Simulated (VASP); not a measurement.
SnSe2:

```xyz
3
Lattice="3.8110 0.0000 0.0000 -1.9055 3.3004 0.0000 0.0000 0.0000 6.1360" Properties=species:S:1:pos:R:3 pbc="T T T"
Sn    0.0000    0.0000    0.0000
Se    0.0000    2.2003    1.5279
Se    1.9055    1.1001    4.6081
```

```yaml
Program: VASP 6.6.1
Task: relaxation of the atoms
Functional: PBE
Potentials_or_basis: VASP PAW PBE potentials, release 64 (Sn_d, Se)
Cutoff: 520 eV
k_mesh: 13 × 13 × 7
Occupations: fermi-dirac, width 0.02 eV
Spin: no spin polarisation
```

At the start: pressure 5.6 GPa; volume 25.73 Å³/atom.

Q: How do energy, volume and symmetry change on relaxing?

A: Over 3 steps the energy falls by 20.5 meV/atom; space group P-3m1 (No. 164, to 0.1 Å) before and after.

The path:
| step | energy change (eV) | largest force (eV/Å) | pressure (GPa) |
| --- | --- | --- | --- |
| 1 | 0.0000 | 0.8065 | 5.61 |
| 2 | -0.0465 | 0.3925 | 4.11 |
| 3 | -0.0616 | 0.0034 | 2.70 |

Final structure:
```xyz
3
Lattice="3.8110 0.0000 0.0000 -1.9055 3.3004 0.0000 0.0000 0.0000 6.1360" Properties=species:S:1:pos:R:3 pbc="T T T"
Sn    0.0000    0.0000    0.0000
Se    0.0000    2.2003    1.6063
Se    1.9055    1.1001    4.5297
```

Caveat: this functional lacks dispersion, which binds the layers, so the pressure and a relaxed spacing across them are unreliable.
